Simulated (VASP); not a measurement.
Runs of VASP 6.6.1 on Cu. The structure is that of space group P6_3/mmc (No. 194), or close to it. The cells are those of the table. 

| task | level | cell | k mesh | cutoff (eV) | smearing | gap on the mesh (eV) | pressure (GPa) |
| --- | --- | --- | --- | --- | --- | --- | --- |
| single point | PBE | a = 2.619, b = 2.619, c = 4.143 Å, angles 90.0, 90.0, 120.0°, 2 atoms | 24 × 24 × 12 | 520 | gaussian 0.1 eV | none | -2.4 |
| single point | PBE | a = 2.517, b = 2.517, c = 4.254 Å, angles 90.0, 90.0, 120.0°, 2 atoms | 24 × 24 × 12 | 520 | gaussian 0.1 eV | none | (b) |
| single point | PBE | a = 2.414, b = 2.414, c = 4.383 Å, angles 90.0, 90.0, 120.0°, 2 atoms | 24 × 24 × 12 | 520 | gaussian 0.1 eV | none | 16.5 |
| single point | PBE | a = 2.465, b = 2.465, c = 4.315 Å, angles 90.0, 90.0, 120.0°, 2 atoms | 24 × 24 × 12 | 520 | gaussian 0.1 eV | none | (c) |
| single point | PBE | a = 2.568, b = 2.568, c = 4.445 Å, angles 90.0, 90.0, 120.0°, 2 atoms | 24 × 24 × 12 | 520 | gaussian 0.1 eV | none | -6.0 |
| single point | PBE | a = 2.568, b = 2.568, c = 3.942 Å, angles 90.0, 90.0, 120.0°, 2 atoms | 24 × 24 × 12 | 520 | gaussian 0.1 eV | none | 11.4 |
| single point | PBE | a = 2.568, b = 2.568, c = 4.026 Å, angles 90.0, 90.0, 120.0°, 2 atoms | 24 × 24 × 12 | 520 | gaussian 0.1 eV | none | 7.6 |
| single point | PBE | a = 2.547, b = 2.547, c = 4.178 Å, angles 90.0, 90.0, 120.0°, 2 atoms | 18 × 18 × 10 | 520 | fermi-dirac 0.15 eV | none | (a) |
| single point | PBE | a = 2.568, b = 2.568, c = 4.194 Å, angles 90.0, 90.0, 120.0°, 2 atoms | 15 × 15 × 8 | 520 | gaussian 0.1 eV | none | 0.5 |
| relaxation of shape and atoms at fixed volume | PBE | relaxed from a = 2.581, b = 2.581, c = 4.235 Å, angles 90.0, 90.0, 120.0°, 2 atoms | 18 × 18 × 10 | 600 | fermi-dirac 0.15 eV | none | -1.3 |
| single point | PBE+D4 | a = 2.722, b = 2.722, c = 4.445 Å, angles 90.0, 90.0, 120.0°, 2 atoms | 24 × 24 × 12 | 520 | gaussian 0.1 eV | none | -20.3 |

Alike in all rows: potentials or basis VASP PAW PBE potentials, release 64 (Cu); no spin polarisation.

**Question.** Fill in the values left out.

**Answer.** (a) 3.7; (b) 4.6; (c) 10.7.

Caveats: the relaxation stopped at its first step, so nothing moved (some runs); pairwise dispersion overbinds metals, which lowers pressure and volume (some runs).

A gap of «none» marks levels without a gap at the run's occupations.
